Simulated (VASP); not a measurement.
# SiC (P6_3mc) in VASP: notebook, part 2 of 2

VASP 6.6.1. The steps go on from the part before.

### 3 Single point, PBE

INCAR

```
SYSTEM = SiC
PREC = Accurate ; ENCUT = 520
EDIFF = 1E-6 ; ISMEAR = -1
SIGMA = 0.02 ; LREAL = .False.
LASPH = .True. ; NELM = 60
ALGO = Normal ; ISIF = 2
LWAVE = .False. ; LCHARG = .False.
GGA = PE ; NBANDS = 36
```

KPOINTS

```
regular mesh
0
Gamma
  10 10 2
  0 0 0
```

POSCAR

```
SiC
1.0
    3.0950000000      0.0000000000      0.0000000000
   -1.5475000000      2.6803486247      0.0000000000
    0.0000000000      0.0000000000     15.1700000000
Si C
6 6
Direct
    0.0000000000      0.0000000000      0.1250484249
    0.0000000000      0.0000000000      0.6250484249
    0.3333333333      0.6666666667      0.2918257749
    0.6666666667      0.3333333333      0.7918257749
    0.3333333333      0.6666666667      0.9583152732
    0.6666666667      0.3333333333      0.4583152732
    0.0000000000      0.0000000000     -0.0003283977
    0.0000000000      0.0000000000      0.4996716023
    0.3333333333      0.6666666667      0.1668332769
    0.6666666667      0.3333333333      0.6668332769
    0.3333333333      0.6666666667      0.8333056478
    0.6666666667      0.3333333333      0.3333056478
```

Potentials or basis: VASP PAW PBE potentials, release 64 (Si, C).

Run with:

```
$ cat potpaw_PBE.64/Si/POTCAR potpaw_PBE.64/C/POTCAR > POTCAR
$ mpirun -np 1 vasp_std > vasp.out
```

OUTCAR:

```text
SYSTEM = SiC
   PREC = Accurate
   ENCUT = 520
   EDIFF = 1E-6
   ISMEAR = -1
   LREAL = .False.
   LASPH = .True.
   NELM = 60
   ISIF = 2
   GGA = PE

 ion  position               nearest neighbor table
   1  0.000  0.000  0.125-   9 1.90   9 1.90   9 1.90   7 1.90   5 3.10   5 3.10   5 3.10   3 3.10
                             3 3.10   3 3.10
   2  0.000  0.000  0.625-  10 1.90  10 1.90  10 1.90   8 1.90   6 3.10   6 3.10   6 3.10   4 3.10
                             4 3.10   4 3.10
   3  0.333  0.667  0.292-  12 1.89  12 1.89  12 1.89   9 1.90   6 3.09   6 3.09   6 3.09   1 3.10
                             1 3.10   1 3.10
   4  0.667  0.333  0.792-  11 1.89  11 1.89  11 1.89  10 1.90   5 3.09   5 3.09   5 3.09   2 3.10
                             2 3.10   2 3.10
   5  0.333  0.667  0.958-   7 1.89   7 1.89   7 1.89  11 1.90   4 3.09   4 3.09   4 3.09   1 3.10
                             1 3.10   1 3.10
   6  0.667  0.333  0.458-   8 1.89   8 1.89   8 1.89  12 1.90   3 3.09   3 3.09   3 3.09   2 3.10
                             2 3.10   2 3.10
   7  0.000  0.000  1.000-   5 1.89   5 1.89   5 1.89   1 1.90
   8  0.000  0.000  0.500-   6 1.89   6 1.89   6 1.89   2 1.90
   9  0.333  0.667  0.167-   1 1.90   1 1.90   1 1.90   3 1.90
  10  0.667  0.333  0.667-   2 1.90   2 1.90   2 1.90   4 1.90
  11  0.333  0.667  0.833-   4 1.89   4 1.89   4 1.89   5 1.90
  12  0.667  0.333  0.333-   3 1.89   3 1.89   3 1.89   6 1.90

  LATTYP: Found a hexagonal cell.
 ALAT       =     3.0950000000
 C/A-ratio  =     4.9014539580

  Lattice vectors:

 A1 = (   3.0950000000,   0.0000000000,   0.0000000000)
 A2 = (  -1.5475000000,   2.6803486247,   0.0000000000)
 A3 = (   0.0000000000,   0.0000000000,  15.1700000000)

Analysis of symmetry for initial positions (statically):
=====================================================================
 Subroutine PRICEL returns:
 Original cell was already a primitive cell.

 Routine SETGRP: Setting up the symmetry group for a
 hexagonal supercell.

 Subroutine GETGRP returns: Found 12 space group operations
 (whereof  6 operations were pure point group operations)
 out of a pool of 24 trial point group operations.

The static configuration has the point symmetry C_3v.
 The point group associated with its full space group is C_6v.

Analysis of symmetry for dynamics (positions and initial velocities):
=====================================================================
 Subroutine PRICEL returns:
 Original cell was already a primitive cell.

 Routine SETGRP: Setting up the symmetry group for a
 hexagonal supercell.

 Subroutine GETGRP returns: Found 12 space group operations
 (whereof  6 operations were pure point group operations)
 out of a pool of 24 trial point group operations.

The dynamic configuration has the point symmetry C_3v.
 The point group associated with its full space group is C_6v.

 Subroutine INISYM returns: Found 12 space group operations
 (whereof  6 operations are pure point group operations),
 and found     1 'primitive' translations

[... 76 lines left out ...]
  0.500000 -0.000000  0.000000      3.000000
[... 16 lines left out ...]
  0.300000  0.100000  0.500000     12.000000
  0.400000  0.100000  0.500000     12.000000
 [... further k-points ...]
   k-points           NKPTS =     28   k-points in BZ     NKDIM =     28   number of bands    NBANDS=     36
   number of dos      NEDOS =    301   number of ions     NIONS =     12
   total plane-waves  NPLWV =  69120
   dimension x,y,z NGX =    24 NGY =   24 NGZ =  120
   dimension x,y,z NGXF=    48 NGYF=   48 NGZF=  240
   ions per type =               6   6
   NGX,Y,Z   is equivalent  to a cutoff of  12.89, 12.89, 13.15 a.u.
   NGXF,Y,Z  is equivalent  to a cutoff of  25.78, 25.78, 26.30 a.u.
 SYSTEM =  SiC
   PREC   = accura    normal or accurate (medium, high low for compatibility)
   ISTART =      0    job   : 0-new  1-cont  2-samecut
   ICHARG =      2    charge: 1-file 2-atom 10-const
   ISPIN  =      1    spin polarized calculation?
   LNONCOLLINEAR =      F non collinear calculations
   LSORBIT =      F    spin-orbit coupling
   LASPH  =      T    aspherical Exc in radial PAW
   ENCUT  =  520.0 eV  38.22 Ry    6.18 a.u.   5.75  5.75 28.21*2*pi/ulx,y,z
   NELM   =     60;   NELMIN=  2; NELMDL= -5     # of ELM steps
   EDIFF  = 0.1E-05   stopping-criterion for ELM
   LREAL  =      F    real-space projection
   EDIFFG = 0.1E-04   stopping-criterion for IOM
   NSW    =      0    number of steps for IOM
   IBRION =     -1    ionic relax: 0-MD 1-quasi-New 2-CG
   NFREE  =      0    steps in history (QN), initial steepest desc. (CG)
   ISIF   =      2    stress and relaxation
   ISYM   =      2    0-nonsym 1-usesym 2-fastsym
   POTIM  = 0.5000    time-step for ionic-motion
   TEBEG  =    0.0;   TEEND  =   0.0 temperature during run
   PSTRESS=    0.0 pullay stress
   NELECT =      48.0000    total number of electrons
   NUPDOWN=      -1.0000    fix difference up-down
   EMIN   =  10.00;   EMAX   =-10.00  energy-range for DOS
   EFERMI =   0.00;   METHOD = LEGACY
   ISMEAR =    -1;   SIGMA  =   0.02  broadening in eV -4-tet -1-fermi 0-gaus
   EFERMI_NEDOS =   21; number of points for ismear=-14 and -15
   IALGO  =     38    algorithm
   IMIX   =      4    mixing-type and parameters
     AMIX     =   0.40;   BMIX     =  1.00
     AMIX_MAG =   1.60;   BMIX_MAG =  1.00
  volume/ion in A,a.u.               =      10.49        70.77
  Fermi-wavevector in a.u.,A,eV,Ry     =   1.187252  2.243580 19.178312  1.409566
  Thomas-Fermi vector in A             =   2.323407
   LORBIT       =      0    0 simple, 1 ext, 2 COOP (PROOUT), +10 PAW based schemes
   GGA     = PE    functional components
   LHFCALC =     F    Hartree Fock is set to
   AEXX    =    0.0000 exact exchange contribution
   IVDW    =     0    specifies the selected vdW correction
   LEPSILON=     F    determine dielectric tensor
   LRPA    =     F    only Hartree local field effects (RPA)
 non-spin polarized calculation
  energy-cutoff  :      520.00
  volume of cell :      125.85
 maximum number of plane-waves:      3436
 NGX is ok and might be reduce to    24
   NGX = 11   NGY = 11   NGZ = 57

 number of electron      48.0000002 magnetization

 Free energy of the ion-electron system (eV)
  ---------------------------------------------------
  ext. energy  EPLUGINS =         0.00000000
  ---------------------------------------------------
  free energy    TOTEN  =       -90.37314731 eV

  energy without entropy =      -90.37314731  energy(sigma->0) =      -90.37314731

 E-fermi :   8.4130     XC(G=0): -11.2953

 val. band max:        7.9985417279   @ k =   0.0000   0.0000   0.0000
 cond. band min:      10.0308528150   @ k =   0.5000  -0.0000   0.0000
 fundamental gap:      2.0323110871
 Fermi energy:         8.4129694040

 k-point     1 :       0.0000    0.0000    0.0000
  band No.  band energies     occupation
      1      -7.3487      2.00000
      2      -6.8320      2.00000
      3      -6.7967      2.00000
      4      -5.3175      2.00000
      5      -5.2891      2.00000
      6      -3.8244      2.00000
[... 925 lines left out ...]
     35      15.4659      0.00000
     36      15.4659      0.00000

 [... further k-points ...]

------------------------ aborting loop because EDIFF is reached ----------------------------------------

  FORCE on cell =-STRESS in cart. coord.  units (eV):
  Direction    XX          YY          ZZ          XY          YZ          ZX
  --------------------------------------------------------------------------------------
  -------------------------------------------------------------------------------------
  Total       -0.0033514     -0.0033514      0.4363460      0.0000000      0.0000000     -0.0000000
  in kB       -0.0426677     -0.0426677      5.5552554      0.0000000      0.0000000     -0.0000000
  external PRESSURE =       1.8233067 kB  Pullay stress =       0.0000000 kB

 VOLUME and BASIS-vectors are now :
 -----------------------------------------------------------------------------
  energy-cutoff  :      520.00
  volume of cell :      125.85
      direct lattice vectors                 reciprocal lattice vectors
     3.095000000  0.000000000  0.000000000     0.323101777  0.186542898  0.000000000
    -1.547500000  2.680348625  0.000000000     0.000000000  0.373085796  0.000000000
     0.000000000  0.000000000 15.170000000     0.000000000  0.000000000  0.065919578

 POSITION                                       TOTAL-FORCE (eV/Angst)
 -----------------------------------------------------------------------------------
      0.00000      0.00000      1.89698         0.000000     -0.000000      0.005978
      0.00000      0.00000      9.48198        -0.000000      0.000000      0.005978
     -0.00000      1.78690      4.42700        -0.000000      0.000000      0.006770
      1.54750      0.89345     12.01200         0.000000      0.000000      0.006770
     -0.00000      1.78690     14.53764        -0.000000      0.000000      0.003956
      1.54750      0.89345      6.95264         0.000000     -0.000000      0.003956
      0.00000      0.00000     15.16502        -0.000000     -0.000000     -0.002428
      0.00000      0.00000      7.58002        -0.000000      0.000000     -0.002428
     -0.00000      1.78690      2.53086         0.000000      0.000000     -0.009267
      1.54750      0.89345     10.11586        -0.000000      0.000000     -0.009267
     -0.00000      1.78690     12.64125        -0.000000      0.000000     -0.005010
      1.54750      0.89345      5.05625         0.000000     -0.000000     -0.005010
 -----------------------------------------------------------------------------------
    total drift:                                0.000000      0.000000     -0.000691

  FREE ENERGIE OF THE ION-ELECTRON SYSTEM (eV)
  ---------------------------------------------------
  free  energy   TOTEN  =       -90.3731473064 eV

  energy  without entropy=      -90.3731473063  energy(sigma->0) =      -90.37314731
```

Run time: 91 s. Hardware: 1 thread of AMD EPYC 9R45 (Zen 5), shared host; peak memory 0.25 GiB.

Results:

```
Free energy            : -90.3731 eV
Pressure               : 0.2 GPa
Largest force          : 0.009 eV/Å
Band gap on the k mesh : 2.03 eV (least direct gap 3.12 eV)
```

Forces in eV/Å, atoms in the order of the input:
```
Si   0.000  0.000  0.006
Si   0.000  0.000  0.006
Si   0.000  0.000  0.007
Si   0.000  0.000  0.007
Si   0.000  0.000  0.004
Si   0.000  0.000  0.004
C    0.000  0.000 -0.002
C    0.000  0.000 -0.002
C    0.000  0.000 -0.009
C    0.000  0.000 -0.009
C    0.000  0.000 -0.005
C    0.000  0.000 -0.005
```

A k mesh can miss the band edges.

### 4 Relaxation of the atoms, PBE

INCAR

```
PREC = Accurate ; ENCUT = 520
EDIFF = 1E-6 ; ISMEAR = -1
SIGMA = 0.02 ; LREAL = F
LASPH = T ; NELM = 100
ALGO = Normal ; ISIF = 2
LWAVE = F ; LCHARG = F
GGA = PE ; IBRION = 2
NSW = 80 ; EDIFFG = -0.02
```

KPOINTS

```
regular mesh
0
Gamma
  10 10 2
```

POSCAR

```
SiC
1.0
    3.0950000000      0.0000000000      0.0000000000
   -1.5475000000      2.6803486247      0.0000000000
    0.0000000000      0.0000000000     15.1700000000
Si C
6 6
Direct
    0.0000000000      0.0000000000      0.1250000000
    0.0000000000      0.0000000000      0.6250000000
    0.3333333333      0.6666666667      0.2917000000
    0.6666666667      0.3333333333      0.7917000000
    0.3333333333      0.6666666667      0.9583000000
    0.6666666667      0.3333333333      0.4583000000
    0.0000000000      0.0000000000      0.0000000000
    0.0000000000      0.0000000000      0.5000000000
    0.3333333333      0.6666666667      0.1667000000
    0.6666666667      0.3333333333      0.6667000000
    0.3333333333      0.6666666667      0.8333000000
    0.6666666667      0.3333333333      0.3333000000
```

Run with:

```
$ cat potpaw_PBE.64/Si/POTCAR potpaw_PBE.64/C/POTCAR > POTCAR
$ mpirun -np 1 vasp_std > vasp.out
```

It took 5.4 min on 1 thread of Oxide Virtual Turin-like, shared host; peak memory 0.26 GiB.

Results (log left out):

- Free energy: -90.3731 eV
- Energy gained by relaxing: 0.1 meV/atom
- Ionic steps: 4
- Pressure after relaxing: 0.2 GPa
- Largest force after relaxing: 0.012 eV/Å
- Band gap on the k mesh: 2.03 eV (least direct gap 3.13 eV)

Forces in eV/Å, atoms in the order of the input:
```
Si   0.000  0.000 -0.003
Si   0.000  0.000 -0.003
Si   0.000  0.000 -0.012
Si   0.000  0.000 -0.012
Si   0.000  0.000  0.001
Si   0.000  0.000  0.001
C    0.000  0.000  0.000
C    0.000  0.000  0.000
C    0.000  0.000  0.008
C    0.000  0.000  0.008
C    0.000  0.000  0.006
C    0.000  0.000  0.006
```

Stress tensor (GPa, compression positive):
```
0.01 0.00 0.00
0.00 0.01 0.00
0.00 0.00 0.52
```

Step by step:
| step | energy change (eV) | largest force (eV/Å) | pressure (GPa) |
| --- | --- | --- | --- |
| 1 | 0.0000 | 0.1416 | 0.18 |
| 2 | -0.0004 | 0.0874 | 0.18 |
| 3 | -0.0008 | 0.0345 | 0.18 |
| 4 | -0.0009 | 0.0119 | 0.18 |

Final structure:
```
Si C
1.0
     3.09500    0.00000    0.00000
    -1.54750    2.68035    0.00000
     0.00000    0.00000   15.17000
Si C
6 6
Direct
  0.00000 0.00000 0.12506
  0.00000 0.00000 0.62506
  0.33333 0.66667 0.29186
  0.66667 0.33333 0.79186
  0.33333 0.66667 0.95832
  0.66667 0.33333 0.45832
  0.00000 0.00000 0.99967
  0.00000 0.00000 0.49967
  0.33333 0.66667 0.16680
  0.66667 0.33333 0.66680
  0.33333 0.66667 0.83329
  0.66667 0.33333 0.33329
```

Levels at points of the mesh, in eV from the valence-band top:
```csv
k point,band 22,band 23,band 24,band 25,band 26,band 27
"(0.00, 0.00, 0.00)",-0.02,0.00,0.00,5.05,5.22,5.62
"(0.50, 0.00, 0.00)",-1.77,-1.64,-1.09,2.03,2.21,3.19
"(0.00, 0.00, 0.50)",-0.10,-0.10,-0.10,5.12,5.12,5.86
"(0.50, 0.00, 0.50)",-1.69,-1.30,-1.30,2.07,2.07,3.41
```

A k mesh can miss the band edges.
